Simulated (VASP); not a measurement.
# PbSe (F-43m) in VASP: a series of runs

PbSe is run at these levels: PBEsol, r2SCAN; tasks: single point.

Everything below comes from runs of VASP 6.6.1. Logs are shortened: lines on timing, memory, paths and dates and some standing lists are left out, and cuts for length are marked.

## (1) The cell of the first run

Symmetry: F-43m, No. 216, cubic system. The conventional cell has a = 6.846 Å, b = 6.846 Å, c = 6.846 Å, α = 90.00°, β = 90.00°, γ = 90.00°. Pb (site symmetry -43m) has 4 Se at 2.96 Å within 3.9 Å. Se (site symmetry -43m) has 4 Pb at 2.96 Å within 3.9 Å.

## (2) Single point, PBEsol

Input file INCAR:

```
  ALGO = Normal
  EDIFF = 1E-6
  ENCUT = 520
  GGA = PS
  ISIF = 2
  ISMEAR = 0
  LASPH = True
  LCHARG = True
  LELF = True
  LREAL = False
  LVHAR = True
  LWAVE = False
  NBANDS = 17
  NELM = 60
  PREC = Accurate
  SIGMA = 0.01
```

Input file KPOINTS:

```
k-points
0
Gamma
  4 4 4
```

Input file POSCAR:

```
PbSe
1.0
    0.0000000000      3.4232041400      3.4232041400
    3.4232041400      0.0000000000      3.4232041400
    3.4232041400      3.4232041400      0.0000000000
Pb Se
1 1
Direct
    0.0000000000      0.0000000000      0.0000000000
    0.2500000000      0.2500000000      0.2500000000
```

Potentials or basis: VASP PAW PBE potentials, release 64 (Pb_d, Se).

The run is started by

```sh
cat potpaw_PBE.64/Pb_d/POTCAR potpaw_PBE.64/Se/POTCAR > POTCAR
mpirun -np 1 vasp_std > vasp.out
```

OUTCAR:

```text
EDIFF = 1E-6
   ENCUT = 520
   GGA = PS
   ISIF = 2
   ISMEAR = 0
   LASPH = True
   LREAL = False
   NELM = 60
   PREC = Accurate

 ion  position               nearest neighbor table
   1  0.000  0.000  0.000-   2 2.96   2 2.96   2 2.96   2 2.96
   2  0.250  0.250  0.250-   1 2.96   1 2.96   1 2.96   1 2.96

  LATTYP: Found a face centered cubic cell.
 ALAT       =     6.8464082800

  Lattice vectors:

 A1 = (   0.0000000000,   3.4232041400,   3.4232041400)
 A2 = (   3.4232041400,   0.0000000000,   3.4232041400)
 A3 = (   3.4232041400,   3.4232041400,   0.0000000000)

Analysis of symmetry for initial positions (statically):
=====================================================================
 Subroutine PRICEL returns:
 Original cell was already a primitive cell.

 Routine SETGRP: Setting up the symmetry group for a
 face centered cubic supercell.

 Subroutine GETGRP returns: Found 24 space group operations
 (whereof 24 operations were pure point group operations)
 out of a pool of 48 trial point group operations.

The static configuration has the point symmetry T_d .

Analysis of symmetry for dynamics (positions and initial velocities):
=====================================================================
 Subroutine PRICEL returns:
 Original cell was already a primitive cell.

 Routine SETGRP: Setting up the symmetry group for a
 face centered cubic supercell.

 Subroutine GETGRP returns: Found 24 space group operations
 (whereof 24 operations were pure point group operations)
 out of a pool of 48 trial point group operations.

The dynamic configuration has the point symmetry T_d .

 Subroutine INISYM returns: Found 24 space group operations
 (whereof 24 operations are pure point group operations),
 and found     1 'primitive' translations

----------------------------------------------------------------------------------------

                                     Primitive cell

  volume of cell :      80.2284

  direct lattice vectors                    reciprocal lattice vectors
     0.000000000  3.423204140  3.423204140    -0.146061987  0.146061987  0.146061987
     3.423204140  0.000000000  3.423204140     0.146061987 -0.146061987  0.146061987
     3.423204140  3.423204140  0.000000000     0.146061987  0.146061987 -0.146061987

  length of vectors
     4.841141722  4.841141722  4.841141722     0.252986783  0.252986783  0.252986783

  position of ions in fractional coordinates (direct lattice)
     0.000000000  0.000000000  0.000000000
     0.250000000  0.250000000  0.250000000

[... 59 lines left out ...]
   EDIFF  = 0.1E-05   stopping-criterion for ELM
   LREAL  =      F    real-space projection
   EDIFFG = 0.1E-04   stopping-criterion for IOM
   NSW    =      0    number of steps for IOM
   IBRION =     -1    ionic relax: 0-MD 1-quasi-New 2-CG
   NFREE  =      0    steps in history (QN), initial steepest desc. (CG)
   ISIF   =      2    stress and relaxation
   ISYM   =      2    0-nonsym 1-usesym 2-fastsym
   POTIM  = 0.5000    time-step for ionic-motion
   TEBEG  =    0.0;   TEEND  =   0.0 temperature during run
   PSTRESS=    0.0 pullay stress
   NELECT =      20.0000    total number of electrons
   NUPDOWN=      -1.0000    fix difference up-down
   EMIN   =  10.00;   EMAX   =-10.00  energy-range for DOS
   EFERMI =   0.00;   METHOD = LEGACY
   ISMEAR =     0;   SIGMA  =   0.01  broadening in eV -4-tet -1-fermi 0-gaus
   EFERMI_NEDOS =   21; number of points for ismear=-14 and -15
   IALGO  =     38    algorithm
   IMIX   =      4    mixing-type and parameters
     AMIX     =   0.40;   BMIX     =  1.00
     AMIX_MAG =   1.60;   BMIX_MAG =  1.00
  volume/ion in A,a.u.               =      40.11       270.70
  Fermi-wavevector in a.u.,A,eV,Ry     =   1.030328  1.947037 14.443606  1.061575
  Thomas-Fermi vector in A             =   2.164420
   LORBIT       =      0    0 simple, 1 ext, 2 COOP (PROOUT), +10 PAW based schemes
   GGA     = PS    functional components
   LHFCALC =     F    Hartree Fock is set to
   AEXX    =    0.0000 exact exchange contribution
   IVDW    =     0    specifies the selected vdW correction
   LEPSILON=     F    determine dielectric tensor
   LRPA    =     F    only Hartree local field effects (RPA)
 non-spin polarized calculation
 Gauss-broadening in eV      SIGMA  =   0.01
  energy-cutoff  :      520.00
  volume of cell :       80.23
 maximum number of plane-waves:      2200
   NGX = 17   NGY = 17   NGZ = 17

 number of electron      20.0000005 magnetization

 Free energy of the ion-electron system (eV)
  ---------------------------------------------------
  ext. energy  EPLUGINS =         0.00000000
  ---------------------------------------------------
  free energy    TOTEN  =        -8.38879687 eV

  energy without entropy =       -8.38879687  energy(sigma->0) =       -8.38879687

 E-fermi :   2.3254     XC(G=0):  -7.9328

 val. band max:        2.2137523808   @ k =  -0.2500   0.5000   0.2500
 cond. band min:       2.7570818094   @ k =   0.5000   0.5000   0.0000
 fundamental gap:      0.5433294287
 Fermi energy:         2.3253595289

 k-point     1 :       0.0000    0.0000    0.0000
  band No.  band energies     occupation
      1     -14.5266      2.00000
      2     -14.5266      2.00000
      3     -14.5266      2.00000
      4     -14.4940      2.00000
      5     -14.4940      2.00000
      6     -10.6063      2.00000
[... 137 lines left out ...]
      4     -14.4967      2.00000
      5     -14.4909      2.00000
      6      -9.7677      2.00000
[... 9 lines left out ...]
     16      11.3495      0.00000
     17      11.4794      0.00000

------------------------ aborting loop because EDIFF is reached ----------------------------------------

  FORCE on cell =-STRESS in cart. coord.  units (eV):
  Direction    XX          YY          ZZ          XY          YZ          ZX
  --------------------------------------------------------------------------------------
  -------------------------------------------------------------------------------------
  Total       -0.4789083     -0.4789083     -0.4789083     -0.0000000      0.0000000     -0.0000000
  in kB       -9.5638891     -9.5638891     -9.5638891     -0.0000000      0.0000000     -0.0000000
  external PRESSURE =      -9.5638891 kB  Pullay stress =       0.0000000 kB

 VOLUME and BASIS-vectors are now :
 -----------------------------------------------------------------------------
  energy-cutoff  :      520.00
  volume of cell :       80.23
      direct lattice vectors                 reciprocal lattice vectors
     0.000000000  3.423204140  3.423204140    -0.146061987  0.146061987  0.146061987
     3.423204140  0.000000000  3.423204140     0.146061987 -0.146061987  0.146061987
     3.423204140  3.423204140  0.000000000     0.146061987  0.146061987 -0.146061987

 POSITION                                       TOTAL-FORCE (eV/Angst)
 -----------------------------------------------------------------------------------
      0.00000      0.00000      0.00000         0.000000      0.000000      0.000000
      1.71160      1.71160      1.71160        -0.000000     -0.000000     -0.000000
 -----------------------------------------------------------------------------------
    total drift:                                0.000000      0.000000      0.000000

  FREE ENERGIE OF THE ION-ELECTRON SYSTEM (eV)
  ---------------------------------------------------
  free  energy   TOTEN  =        -8.3887968720 eV

  energy  without entropy=       -8.3887968720  energy(sigma->0) =       -8.38879687
```

It took 7 s on 1 thread of Intel Xeon 6975P-C (Granite Rapids), shared host; peak memory 0.2 GiB.

Results:

```
Free energy            : -8.3888 eV
Pressure               : -1.0 GPa
Band gap on the k mesh : 0.54 eV, indirect (least direct gap 1.09 eV)
```

Caveat: the PAW data sets were made with another functional, which shifts forces and pressure a little; spin-orbit coupling is left out, which moves the levels of the heavy elements. A k mesh can miss the band edges.

## (3) Single point, PBEsol

Input file INCAR:

```
ALGO     = Normal         # electronic algorithm
EDIFF    = 1E-7           # SCF threshold, eV
ENCUT    = 520            # plane-wave cutoff, eV
GGA      = PS             # functional
ISIF     = 2              # what is computed and relaxed
ISMEAR   = 1              # smearing method
LASPH    = True           # aspherical terms in the spheres
LCHARG   = False          # write CHGCAR
LREAL    = False          # projectors in reciprocal space
LWAVE    = False          # write WAVECAR
NBANDS   = 17             # bands
NELM     = 60             # most SCF steps
PREC     = Accurate       # precision mode
SIGMA    = 0.5            # smearing width, eV
```

KPOINTS is that of step 2.

POSCAR is that of step 2.

Potentials or basis: VASP PAW PBE potentials, release 64 (Pb_d, Se).

The run is started by

```sh
cat potpaw_PBE.64/Pb_d/POTCAR potpaw_PBE.64/Se/POTCAR > POTCAR
mpirun -np 1 vasp_std > vasp.out
```

Wall time 7.4 s (1 thread of Intel Xeon 6975P-C (Granite Rapids), shared host); peak memory 0.2 GiB.

It converged, with:

* Free energy: -8.3828 eV
* Pressure: -1.0 GPa
* Band gap on the k mesh: 0.55 eV, indirect (least direct gap 1.09 eV)

Levels at points of the mesh, in eV from the valence-band top:
| k point | band 6 | band 7 | band 8 | band 9 | band 10 | band 11 | band 12 | band 13 | band 14 | band 15 |
| --- | --- | --- | --- | --- | --- | --- | --- | --- | --- | --- |
| (0.00, 0.00, 0.00) | -12.82 | -6.43 | -1.64 | -1.64 | -1.64 | 2.07 | 2.07 | 2.07 | 4.54 | 8.17 |
| (0.50, 0.00, 0.00) | -12.22 | -7.92 | -2.18 | -2.18 | -2.06 | 2.83 | 2.83 | 3.59 | 6.37 | 7.80 |
| (0.50, 0.50, 0.00) | -11.99 | -8.28 | -2.88 | -2.88 | -0.55 | 0.55 | 4.82 | 4.82 | 5.81 | 7.82 |

Caveat: the PAW data sets were made with another functional, which shifts forces and pressure a little; spin-orbit coupling is left out, which moves the levels of the heavy elements. A k mesh can miss the band edges.

## (4) Single point, PBEsol

Input file INCAR:

```
SYSTEM = PbSe
ALGO = Normal ; EDIFF = 1E-6
ENCUT = 520 ; GGA = PS
ISIF = 2 ; ISMEAR = 0
LASPH = .True. ; LCHARG = .True.
LELF = .True. ; LREAL = .False.
LVHAR = .True. ; LWAVE = .False.
NBANDS = 17 ; NELM = 80
PREC = Accurate ; SIGMA = 0.01
```

Input file KPOINTS:

```
k-points
0
Gamma
  4 4 4
  0 0 0
```

POSCAR is that of step 3.

Potentials or basis: VASP PAW PBE potentials, release 64 (Pb_d, Se).

The run is started by

```sh
cat potpaw_PBE.64/Pb_d/POTCAR potpaw_PBE.64/Se/POTCAR > POTCAR
mpirun -np 1 vasp_std > vasp.out
```

OUTCAR:

```text
SYSTEM = PbSe
   EDIFF = 1E-6
   ENCUT = 520
   GGA = PS
   ISIF = 2
   ISMEAR = 0
   LASPH = .True.
   LREAL = .False.
   NELM = 80
   PREC = Accurate

 ion  position               nearest neighbor table
   1  0.000  0.000  0.000-   2 2.96   2 2.96   2 2.96   2 2.96
   2  0.250  0.250  0.250-   1 2.96   1 2.96   1 2.96   1 2.96

  LATTYP: Found a face centered cubic cell.
 ALAT       =     6.8464082800

  Lattice vectors:

 A1 = (   0.0000000000,   3.4232041400,   3.4232041400)
[... 326 lines left out ...]

------------------------ aborting loop because EDIFF is reached ----------------------------------------

  FORCE on cell =-STRESS in cart. coord.  units (eV):
  Direction    XX          YY          ZZ          XY          YZ          ZX
  --------------------------------------------------------------------------------------
  -------------------------------------------------------------------------------------
  Total       -0.4789083     -0.4789083     -0.4789083     -0.0000000      0.0000000     -0.0000000
  in kB       -9.5638891     -9.5638891     -9.5638891     -0.0000000      0.0000000     -0.0000000
  external PRESSURE =      -9.5638891 kB  Pullay stress =       0.0000000 kB

 VOLUME and BASIS-vectors are now :
 -----------------------------------------------------------------------------
  energy-cutoff  :      520.00
  volume of cell :       80.23
      direct lattice vectors                 reciprocal lattice vectors
     0.000000000  3.423204140  3.423204140    -0.146061987  0.146061987  0.146061987
     3.423204140  0.000000000  3.423204140     0.146061987 -0.146061987  0.146061987
     3.423204140  3.423204140  0.000000000     0.146061987  0.146061987 -0.146061987

 POSITION                                       TOTAL-FORCE (eV/Angst)
 -----------------------------------------------------------------------------------
      0.00000      0.00000      0.00000         0.000000      0.000000      0.000000
      1.71160      1.71160      1.71160        -0.000000     -0.000000     -0.000000
 -----------------------------------------------------------------------------------
    total drift:                                0.000000      0.000000      0.000000

  FREE ENERGIE OF THE ION-ELECTRON SYSTEM (eV)
  ---------------------------------------------------
  free  energy   TOTEN  =        -8.3887968720 eV

  energy  without entropy=       -8.3887968720  energy(sigma->0) =       -8.38879687
```

Run time: 7.2 s. Hardware: 1 thread of Intel Xeon 6975P-C (Granite Rapids), shared host; peak memory 0.2 GiB.

What came out:

- Free energy: -8.3888 eV
- Pressure: -1.0 GPa
- Band gap on the k mesh: 0.54 eV, indirect (least direct gap 1.09 eV)

Caveat: the PAW data sets were made with another functional, which shifts forces and pressure a little; spin-orbit coupling is left out, which moves the levels of the heavy elements.

## (5) Single point, r2SCAN

POSCAR is that of step 4.

Input file INCAR.step1:

```
SYSTEM = PbSe
PREC = Accurate ; ENCUT = 520
ISMEAR = 0 ; SIGMA = 0.01
LREAL = .FALSE. ; LASPH = .TRUE.
NELM = 100 ; NBANDS = 17
GGA = PE ; ALGO = Normal
EDIFF = 1E-4 ; LWAVE = .TRUE.
LCHARG = .FALSE.
```

Input file INCAR.step2:

```
SYSTEM = PbSe
PREC = Accurate ; ENCUT = 520
EDIFF = 1E-6 ; ISMEAR = 0
SIGMA = 0.01 ; LREAL = .FALSE.
LASPH = .TRUE. ; NELM = 100
ALGO = Normal ; ISIF = 2
LWAVE = .FALSE. ; LCHARG = .TRUE.
METAGGA = R2SCAN ; LMIXTAU = .TRUE.
LELF = .TRUE. ; LVHAR = .TRUE.
NBANDS = 17 ; ISTART = 1
```

Input file KPOINTS:

```
regular mesh
0
G
  4 4 4
  0 0 0
```

The run is started by

```sh
cat potpaw_PBE.64/Pb_d/POTCAR potpaw_PBE.64/Se/POTCAR > POTCAR
cp INCAR.step1 INCAR
mpirun -np 1 vasp_std > vasp.out
cp INCAR.step2 INCAR
mpirun -np 1 vasp_std > vasp.out
```

Run time: 24 s. Hardware: 1 thread of Intel Xeon 6975P-C (Granite Rapids), shared host; peak memory 0.22 GiB.

The run converged. Its results:

| Item | Value |
| --- | --- |
| Free energy | -71.4542 eV |
| Pressure | -0.1 GPa |
| Band gap on the k mesh | 0.80 eV, indirect (least direct gap 1.34 eV) |

Levels at points of the mesh, in eV from the valence-band top:
| k point | band 8 | band 9 | band 10 | band 11 | band 12 | band 13 |
| --- | --- | --- | --- | --- | --- | --- |
| (0.00, 0.00, 0.00) | -1.74 | -1.74 | -1.74 | 2.35 | 2.35 | 2.35 |
| (0.50, 0.00, 0.00) | -2.28 | -2.28 | -2.04 | 3.12 | 3.12 | 3.89 |
| (0.50, 0.50, 0.00) | -2.99 | -2.99 | -0.55 | 0.80 | 5.20 | 5.20 |

Caveat: the PAW data sets were made with another functional, which shifts forces and pressure a little; spin-orbit coupling is left out, which moves the levels of the heavy elements. A k mesh can miss the band edges.

## (6) Summary

```csv
level,smearing,gap on the mesh (eV),pressure (GPa)
PBEsol,gaussian 0.01 eV,0.54,-1.0
PBEsol,methfessel-paxton 0.5 eV,0.55,-1.0
r2SCAN,gaussian 0.01 eV,0.80,-0.1
```

Alike in all rows: task single point; potentials or basis VASP PAW PBE potentials, release 64 (Pb_d, Se); no spin polarisation; cell as given; k mesh 4 × 4 × 4; cutoff (eV) 520.

On the cell as given the gap runs from 0.54 eV (PBEsol) to 0.80 eV (r2SCAN). The pressure there spans -1.0 GPa (PBEsol) to -0.1 GPa (r2SCAN); a positive pressure means that this level wants a larger cell, a negative one a smaller.

Caveats: the PAW data sets were made with another functional, which shifts forces and pressure a little; spin-orbit coupling is left out, which moves the levels of the heavy elements.

Total energies depend on the potentials used, so only differences within one code and one set of settings carry meaning.
